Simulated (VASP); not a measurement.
A run of VASP 6.6.1 is set up as follows.

Contents of POSCAR:

```
ZnS
1.0
    0.0000000000      2.6945606784      2.6945606784
    2.6945606784      0.0000000000      2.6945606784
    2.6945606784      2.6945606784      0.0000000000
Zn S
1 1
Direct
    0.0000000000      0.0000000000      0.0000000000
    0.7500000000      0.7500000000      0.7500000000
```

File INCAR.step1:

```
SYSTEM = ZnS
PREC = Accurate ; ENCUT = 520
ISMEAR = 0 ; SIGMA = 0.05
LREAL = .False. ; LASPH = .True.
NELM = 80 ; NBANDS = 16
GGA = PE ; ALGO = Normal
EDIFF = 1E-4 ; LWAVE = .True.
LCHARG = .False.
```

Contents of INCAR.step2:

```
SYSTEM = ZnS
PREC = Accurate ; ENCUT = 520
EDIFF = 1E-6 ; ISMEAR = 0
SIGMA = 0.05 ; LREAL = .False.
LASPH = .True. ; NELM = 80
ALGO = Normal ; ISIF = 2
LWAVE = .False. ; LCHARG = .False.
METAGGA = R2SCAN ; LMIXTAU = .True.
NBANDS = 16 ; ISTART = 1
```

Contents of KPOINTS:

```
Automatic mesh
0
Gamma
  8 8 8
  0 0 0
```

Potentials or basis: VASP PAW PBE potentials, release 64 (Zn, S).

Command:

```sh
$ cat potpaw_PBE.64/Zn/POTCAR potpaw_PBE.64/S/POTCAR > POTCAR
$ cp INCAR.step1 INCAR
$ mpirun -np 1 vasp_std > vasp.out
$ cp INCAR.step2 INCAR
$ mpirun -np 1 vasp_std > vasp.out
```

(1) Predict the pressure.

(2) Predict the band gap on the k mesh.

## Answers

(1) 0.0 GPa.

(2) 2.71 eV, direct.

Caveat: the PAW data sets were made with another functional, which shifts forces and pressure a little.

**The experiment to reproduce.**

From “Electronic, vibrational, and thermodynamic properties of ZnS (zincblende and rocksalt structure)”, 2009, arxiv:0911.5022, for a bulk crystal of ZnS at 19 K: band gap 3.85 eV (direct).

Measured gap of ZnS: 3.85 eV (direct; 19 K; quoted in “Electronic, vibrational, and thermodynamic properties of ZnS (zincblende and rocksalt structure)”, 2009, arxiv:0911.5022). This calculation gives 2.71 eV (-1.14 eV). The value is that of r2SCAN, without temperature or zero-point motion.
